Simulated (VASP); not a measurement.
RbBr, 2 atoms in the cell. Symmetry: P4/mmm, No. 123, tetragonal system. The conventional cell has a = 4.142 Å, b = 4.142 Å, c = 4.064 Å, α = 90.00°, β = 90.00°, γ = 90.00°. Within 4.7 Å of Rb (site symmetry 4/mmm) lie 8 Br at 3.56 Å and 6 Rb at 4.06 to 4.14 Å. Br (site symmetry 4/mmm) has 8 Rb at 3.56 Å and 6 Br at 4.06 to 4.14 Å within 4.7 Å.  This cell differs from its parent crystal: uniaxial strain along a: -1.5 %, then relaxed in part.

| Property | Result |
| --- | --- |
| Program | VASP 6.6.1 |
| Task | single point |
| Functional | r2SCAN |
| Potentials or basis | VASP PAW PBE potentials, release 64 (Rb_sv, Br) |
| Cutoff | 520 eV |
| k mesh | 6 × 6 × 6 |
| Occupations | gaussian, width 0.02 eV |
| Spin | no spin polarisation |
| Dipole correction | no |
| Further INCAR settings | ALGO = Normal; EDIFF = 1e-07; NBANDS = 15 |

Potentials or basis: VASP PAW PBE potentials, release 64 (Rb_sv, Br).

Command:

```bash
$ cat potpaw_PBE.64/Rb_sv/POTCAR potpaw_PBE.64/Br/POTCAR > POTCAR
$ cp INCAR.step1 INCAR
$ mpirun -np 1 vasp_std > vasp.out
$ cp INCAR.step2 INCAR
$ mpirun -np 1 vasp_std > vasp.out
```

Hardware: 1 thread of Intel(R) Xeon(R) 6975P-C (Granite Rapids), with other jobs on the host.

Q: Estimate the wall time of this run.

A: Wall time 58 s on 1 thread of Intel(R) Xeon(R) 6975P-C (Granite Rapids) (shared host), peak memory 0.2 GiB. Counts: k points 40.
